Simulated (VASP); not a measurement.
A run of VASP 6.6.1 is set up as follows.

INCAR

```
SYSTEM = FeO
AGGAC = 1.0
AGGAX = 1.0
ALDAC = 0.0
ALDAX = 1.0
ALGO = Normal
EDIFF = 1E-6
EDIFFG = -0.01
ENCUT = 600
GGA = B5
IBRION = 2
ISIF = 3
ISMEAR = -1
ISPIN = 2
IVDW = 13
LASPH = .TRUE.
LCHARG = .FALSE.
LMAXMIX = 4
LORBIT = 11
LREAL = .FALSE.
LWAVE = .FALSE.
MAGMOM = 3 0
NELM = 150
NSW = 60
PREC = Accurate
SIGMA = 0.05
VDW_A1 = 0.44488865
VDW_A2 = 4.0933009
VDW_S6 = 1.0
VDW_S8 = 2.34076671
```

The input KPOINTS:

```
k-points
0
G
  11 11 11
  0 0 0
```

File POSCAR:

```
FeO
1.0
    0.0000000000      2.1554000000      2.1554000000
    2.1554000000      0.0000000000      2.1554000000
    2.1554000000      2.1554000000      0.0000000000
Fe O
1 1
Direct
    0.0000000000      0.0000000000      0.0000000000
    0.5000000000      0.5000000000      0.5000000000
```

Potentials or basis: VASP PAW PBE potentials, release 64 (Fe, O).

Command:

```sh
$ cat potpaw_PBE.64/Fe/POTCAR potpaw_PBE.64/O/POTCAR > POTCAR
$ mpirun -np 1 vasp_std > vasp.out
```

Q: What does it give for the space group after relaxing (to 0.05 Å)?

A: Fm-3m (No. 225).

Q: Estimate the dispersion energy per atom.

A: -0.649 eV.

Q: Estimate the relaxed volume.

A: 9.91 Å³/atom.

Q: Predict the site moments.

A: Fe +3.59; O +0.32 μB.

The path:
```tsv
step	energy change (eV)	largest force (eV/Å)	pressure (GPa)	volume (Å³)
1	0.0000	0.0000	-2.01	20.03
2	0.0001	0.0000	9.33	19.67
3	-0.0007	0.0000	-1.33	19.96
4	-0.0009	0.0000	-0.99	19.92
5	-0.0013	0.0000	-0.07	19.83
```

Caveat: the PAW data sets were made with another functional, which shifts forces and pressure a little; a cell with one magnetic atom can't hold antiferromagnetic order, which such compounds often take; pairwise dispersion overbinds metals, which lowers pressure and volume.
